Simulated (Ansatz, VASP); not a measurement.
## One calculation of Hg, two programs

```
Hg
1.0
     2.43544    0.00000    0.00000
    -1.21772    2.10915    0.00000
     0.00000    0.00000    3.96618
Hg
2
Direct
  0.33333 0.66667 0.25000
  0.66667 0.33333 0.75000
```

Change from the starting cell: volume scaled by 0.43, PAW files.

Alike in both runs: task single point; functional PBEsol; k mesh 15 × 15 × 8; occupations fermi-dirac, width 0.08 eV; no spin polarisation.

|  | VASP | Ansatz |
| --- | --- | --- |
| version | VASP 6.6.1 | Ansatz 0.2.0 |
| potentials or method | VASP PAW PBE potentials, release 64 (Hg_sv_GW) | PAW with Ansatz's default frozen-core files, scalar-relativistic |
| plane-wave cutoff (eV) | 550 | 420 |
| valence electrons in the cell | 40 | 40 |

```tsv
	VASP	Ansatz	Ansatz less VASP
pressure (GPa)	475.1	473.2	-1.94
traceless stress, the component that is largest in VASP (GPa)	-0.39	-0.59	-0.198
```

VASP's potentials were made for PBE, not for PBEsol. Both programs put the cell under a high pressure, so it lies far from rest at this level.

Spin-orbit coupling is off throughout. Noted on VASP's run: the cell as given lies far from equilibrium.
